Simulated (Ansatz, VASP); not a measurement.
# Zn3O4: VASP beside Ansatz

File INCAR:

```
SYSTEM = Zn3O4
ALGO = Normal ; EDIFF = 1E-6
EDIFFG = -0.04 ; ENCUT = 600
GGA = PE ; IBRION = 2
ISIF = 3 ; ISMEAR = 0
LASPH = .TRUE. ; LCHARG = .FALSE.
LREAL = .FALSE. ; LWAVE = .FALSE.
NELM = 80 ; NSW = 90
PREC = Accurate ; SIGMA = 0.1
```

KPOINTS

```
k-points
0
G
  6 6 6
  0 0 0
```

File POSCAR:

```
Zn3O4
1.0
    5.4366171288      0.0000000000      0.0000000000
   -2.7183085644      4.7082485442      0.0000000000
    0.0000000000      0.0000000000      3.2153151778
Zn O
3 4
Direct
    0.0000000000      0.5000000000      0.0000000000
    0.5000000000      0.0000000000      0.0000000000
    0.5000000000      0.5000000000      0.0000000000
    0.0000000000      0.0000000000      0.2077853079
    0.0000000000      0.0000000000      0.7922146921
    0.3333333333      0.6666666667      0.5000000000
    0.6666666667      0.3333333333      0.5000000000
```

Input for Ansatz:

```yaml
crystal:
  lattice:
    - [5.4366171288, 0.0, 0.0]
    - [-2.7183085644, 4.7082485442, 0.0]
    - [0.0, 0.0, 3.2153151778]
  atoms:
    - { symbol: Zn, position: [0.0, 0.5, 0.0] }
    - { symbol: Zn, position: [0.5, 0.0, 0.0] }
    - { symbol: Zn, position: [0.5, 0.5, 0.0] }
    - { symbol: O, position: [0.0, 0.0, 0.2077853079] }
    - { symbol: O, position: [0.0, 0.0, 0.7922146921] }
    - { symbol: O, position: [0.3333333333, 0.6666666667, 0.5] }
    - { symbol: O, position: [0.6666666667, 0.3333333333, 0.5] }
basis:
  ecutwfc: 420
kpoints:
  mp_grid: { grid: [6, 6, 6] }
hamiltonian:
  xc: pbe
scf:
  occupations: { method: gaussian, width: 0.1 }
  lower_state_search: "off"
output:
  forces: true
  stress: true
  eigenvalues: true
relax:
  adjacent_minimum: "off"
  f_tol: 0.04
  max_steps: 70
  cell: { stress_tol: 0.4 }
```

Change from the starting cell: species swapped into the Zr4Al3 type (P6/mmm, No. 191).

Alike in both runs: task relaxation of cell and atoms; functional PBE; k mesh 6 × 6 × 6; occupations gaussian, width 0.1 eV; no spin polarisation.

|  | VASP | Ansatz |
| --- | --- | --- |
| version | VASP 6.6.1 | Ansatz 0.2.0 |
| potentials or method | VASP PAW PBE potentials, release 64 (Zn, O), cutoff 600 eV | scalar-relativistic, plane waves, PAW |
| valence electrons in the cell | 60 | 60 |

|  | VASP | Ansatz | Ansatz less VASP |
| --- | --- | --- | --- |
| gap on the k mesh at the Fermi level, each at its own relaxed structure (eV) | none | none | - |
| relaxed volume (Å³/atom) | 11.66 | 11.69 | +0.033 |
| relaxed length of the cell vector where the two differ most in proportion (Å) | 5.394 | 5.403 | +0.0094 |

A gap of «none» marks a metal or a gap that the smearing closes.
